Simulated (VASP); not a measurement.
The system is SnTe.

```
Te Sn
1.0
     0.00000    3.21265    3.21265
     3.21265    0.00000    3.21265
     3.21265    3.21265    0.00000
Te Sn
1 1
Direct
  0.50000 0.50000 0.50000
  0.00000 0.00000 0.00000
```

Base run:

| Quantity | Value |
| --- | --- |
| Program | VASP 6.6.1 |
| Functional | RPBE |
| Potentials or basis | VASP PAW PBE potentials, release 64 (Te, Sn_d) |
| Cutoff | 520 eV |
| k mesh | 7 × 7 × 7 |
| Occupations | fermi-dirac, width 0.05 eV |
| Spin | no spin polarisation |

Its results: pressure 0.9 GPa.

**Question.** The run is repeated on the same cell with these changes: dispersion from none to D4. What comes out?

**Answer.** Pressure -2.7 GPa.

Dispersion adds attraction, which lowers the pressure at fixed volume and, as a term added to the energy, leaves the levels alone.

Caveats: the PAW data sets were made with another functional, which shifts forces and pressure a little; spin-orbit coupling is left out, which moves the levels of the heavy elements.
